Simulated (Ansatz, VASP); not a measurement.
**Two plane-wave programs on Ru**

The input POSCAR:

```
Ru
1.0
    2.7058000000      0.0000000000      0.0000000000
   -1.3529000000      2.3432915376      0.0000000000
    0.0000000000      0.0000000000      4.2819000000
Ru
2
Direct
    0.6666666667      0.3333333333      0.7500000000
    0.3333333333      0.6666666667      0.2500000000
```

INCAR.step1

```
ALGO     = Normal         # electronic algorithm
EDIFF    = 1E-5           # SCF threshold, eV
ENCUT    = 520            # plane-wave cutoff, eV
GGA      = PE             # functional
ISIF     = 2              # what is computed and relaxed
ISMEAR   = -1             # smearing method
LASPH    = T              # aspherical terms in the spheres
LCHARG   = F              # write CHGCAR
LREAL    = F              # projectors in reciprocal space
LWAVE    = T              # write WAVECAR
NBANDS   = 21             # bands
NELM     = 80             # most SCF steps
PREC     = Accurate       # precision mode
SIGMA    = 0.05           # smearing width, eV
```

The input INCAR.step2:

```
AEXX     = 0.1            # exact-exchange fraction
ALGO     = Normal         # electronic algorithm
EDIFF    = 1E-6           # SCF threshold, eV
ENCUT    = 520            # plane-wave cutoff, eV
ISIF     = 2              # what is computed and relaxed
ISMEAR   = -1             # smearing method
ISTART   = 1            
LASPH    = T              # aspherical terms in the spheres
LCHARG   = F              # write CHGCAR
LHFCALC  = T              # exact exchange
LMIXTAU  = T            
LREAL    = F              # projectors in reciprocal space
LWAVE    = F              # write WAVECAR
METAGGA  = R2SCAN         # meta-GGA
NBANDS   = 21             # bands
NELM     = 80             # most SCF steps
PREC     = Accurate       # precision mode
PRECFOCK = Normal       
SIGMA    = 0.05           # smearing width, eV
```

File KPOINTS:

```
k-points
0
Gamma
  6 6 3
```

The input input.yaml:

```yaml
crystal:
  lattice:
    - [2.7058, 0.0, 0.0]
    - [-1.3529, 2.3432915376, 0.0]
    - [0.0, 0.0, 4.2819]
  atoms:
    - { symbol: Ru, position: [0.6666666667, 0.3333333333, 0.75] }
    - { symbol: Ru, position: [0.3333333333, 0.6666666667, 0.25] }
hamiltonian:
  xc: r2scanh
  pseudopotentials: { kind: paw }
kpoints:
  mp_grid: { grid: [6, 6, 3] }
scf:
  occupations: { method: fermi_dirac, width: 0.05 }
output:
  forces: true
  stress: true
  eigenvalues: true
```

Alike in both runs: task single point; functional r2SCANh; k mesh 6 × 6 × 3; occupations fermi-dirac, width 0.05 eV; no spin polarisation.

|  | VASP | Ansatz |
| --- | --- | --- |
| version | VASP 6.6.1 | Ansatz 0.2.0 |
| potentials or method | VASP PAW PBE potentials, release 64 (Ru_pv) | Ansatz PAW |
| plane-wave cutoff (eV) | 520 | 500 |
| valence electrons in the cell | 28 | 32 |

|  | VASP | Ansatz | Ansatz less VASP |
| --- | --- | --- | --- |
| gap on the k mesh at the Fermi level (eV) | none | none | - |
| pressure (GPa) | -4.6 | -6.0 | -1.38 |
| traceless stress, the component that is largest in VASP (GPa) | -5.33 | -5.50 | -0.171 |

VASP's potentials were made for PBE, not for r2SCANh. A gap of «none» marks a metal or a gap that the smearing closes. VASP's potentials hold 28 valence electrons a cell and Ansatz's 32, so a difference there can come from the potentials and not from the codes.

The k mesh is coarse, so the values compare programs but aren't converged.
